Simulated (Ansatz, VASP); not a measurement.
**Co: VASP beside Ansatz**

INCAR

```
SYSTEM = Co
PREC = Accurate
ENCUT = 520
EDIFF = 1E-6
ISMEAR = 0
SIGMA = 0.014
LREAL = .FALSE.
LASPH = .TRUE.
NELM = 150
ALGO = Normal
ISIF = 2
LWAVE = .FALSE.
LCHARG = .FALSE.
ISPIN = 2
MAGMOM = 2 2
LORBIT = 11
LMAXMIX = 4
GGA = PE
NBANDS = 20
```

File KPOINTS:

```
regular mesh
0
G
  12 12 7
  0 0 0
```

POSCAR

```
Co
1.0
    2.4719999032      0.0000000000      0.0000000000
   -1.2359999516      2.1408147143      0.0000000000
    0.0000000000      0.0000000000      4.0211440800
Co
2
Direct
    0.6666666667      0.3333333333      0.7500000000
    0.3333333333      0.6666666667      0.2500000000
```

The input input.yaml:

```yaml
crystal:
  lattice:
    - [2.4719999032, 0.0, 0.0]
    - [-1.2359999516, 2.1408147143, 0.0]
    - [0.0, 0.0, 4.02114408]
  atoms:
    - { symbol: Co, position: [0.6666666667, 0.3333333333, 0.75], spin: 2.0 }
    - { symbol: Co, position: [0.3333333333, 0.6666666667, 0.25], spin: 2.0 }
kpoints:
  mp_grid: { grid: [12, 12, 7] }
scf:
  occupations: { method: gaussian, width: 0.014 }
hamiltonian:
  xc: pbe
  pseudopotentials: { kind: all_electron, lapw: { basis_error: 0.001 } }
magnetization:
  spin_polarized: true
output:
  forces: true
  stress: true
  eigenvalues: true
```

Alike in both runs: task single point; functional PBE; k mesh 12 × 12 × 7; occupations gaussian, width 0.014 eV; collinear spin.

|  | VASP | Ansatz |
| --- | --- | --- |
| version | VASP 6.6.1 | Ansatz 0.2.0 |
| potentials or method | VASP PAW PBE potentials, release 64 (Co), cutoff 520 eV | all-electron LAPW, scalar-relativistic |

VASP gave:

```
gap on the k mesh at the Fermi level (eV)                     : none
pressure (GPa)                                                : 4.0
traceless stress, the component that is largest in VASP (GPa) : -2.25
net moment per atom (μB)                                      : 1.61
size of the moment on the site where the two differ most (μB) : 1.62
```

**Question.** Which values does Ansatz return?

**Answer.** gap on the k mesh at the Fermi level (eV): none; pressure (GPa): 4.6; traceless stress, the component that is largest in VASP (GPa): -2.31; net moment per atom (μB): 1.61; size of the moment on the site where the two differ most (μB): 1.66.

Site moments also hang on the region over which each program counts them. A gap of «none» marks a metal or a gap that the smearing closes. Ansatz ran all-electron here, and VASP with PAW potentials.
